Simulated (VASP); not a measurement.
Wanted: the native input for a VASP 6.6.1 run.

* Task: single point
* Functional: HSE06
* Potentials or basis: VASP PAW PBE potentials, release 64 (Hg, Te)
* Cutoff: 520 eV
* k mesh: 4 × 4 × 4
* Occupations: fermi-dirac, width 0.02 eV
* Spin: no spin polarisation
* Dipole correction: no
* Grid for exact exchange (PRECFOCK): Normal
* Further INCAR settings: ALGO = Normal; EDIFF = 1e-07; NBANDS = 16
* Share of exact exchange: 0.25
* Screening parameter: 0.2079 1/Å

HgTe:

```
Hg Te
1.0
     0.00000    3.28916    3.28916
     3.20693    0.00000    3.28916
     3.20693    3.28916    0.00000
Hg Te
1 1
Direct
  0.00000 0.00000 0.00000
  0.25000 0.25000 0.25000
```

This cell differs from its parent crystal: uniaxial x strain -2.5%.

One way to write it, as run:

POSCAR

```
HgTe
1.0
    0.0000000000      3.2891578888      3.2891578888
    3.2069289416      0.0000000000      3.2891578888
    3.2069289416      3.2891578888      0.0000000000
Hg Te
1 1
Direct
    0.0000000000      0.0000000000      0.0000000000
    0.2500000000      0.2500000000      0.2500000000
```

INCAR.step1

```
PREC     = Accurate       # precision mode
ENCUT    = 520            # plane-wave cutoff, eV
EDIFF    = 1E-5           # SCF threshold, eV
ISMEAR   = -1             # smearing method
SIGMA    = 0.02           # smearing width, eV
LREAL    = False          # projectors in reciprocal space
LASPH    = True           # aspherical terms in the spheres
NELM     = 60             # most SCF steps
ALGO     = Normal         # electronic algorithm
ISIF     = 2              # what is computed and relaxed
LWAVE    = True           # write WAVECAR
LCHARG   = False          # write CHGCAR
GGA      = PE             # functional
NBANDS   = 16             # bands
```

INCAR.step2

```
PREC     = Accurate       # precision mode
ENCUT    = 520            # plane-wave cutoff, eV
EDIFF    = 1E-7           # SCF threshold, eV
ISMEAR   = -1             # smearing method
SIGMA    = 0.02           # smearing width, eV
LREAL    = False          # projectors in reciprocal space
LASPH    = True           # aspherical terms in the spheres
NELM     = 60             # most SCF steps
ALGO     = Normal         # electronic algorithm
ISIF     = 2              # what is computed and relaxed
LWAVE    = False          # write WAVECAR
LCHARG   = False          # write CHGCAR
GGA      = PE             # functional
LHFCALC  = True           # exact exchange
HFSCREEN = 0.2079         # screening, 1/A
PRECFOCK = Normal       
ISTART   = 1            
NBANDS   = 16             # bands
```

KPOINTS

```
regular mesh
0
Gamma
  4 4 4
```

Potentials or basis: VASP PAW PBE potentials, release 64 (Hg, Te).

Command:

```console
$ cat potpaw_PBE.64/Hg/POTCAR potpaw_PBE.64/Te/POTCAR > POTCAR
$ cp INCAR.step1 INCAR
$ mpirun -np 1 vasp_std > vasp.out
$ cp INCAR.step2 INCAR
$ mpirun -np 1 vasp_std > vasp.out
```

It gave:

```yaml
Pressure: 1.2 GPa
Band_gap_on_the_k_mesh: 0.13 eV
```

Caveat: the cell differs from its parent crystal (uniaxial x strain -2.5%); the PAW data sets were made with another functional, which shifts forces and pressure a little; spin-orbit coupling is left out, which moves the levels of the heavy elements.

Run time: 21 min on 1 thread of AMD EPYC 7R13 Processor (Zen 3), with other jobs on the host, peak memory 0.3 GiB.
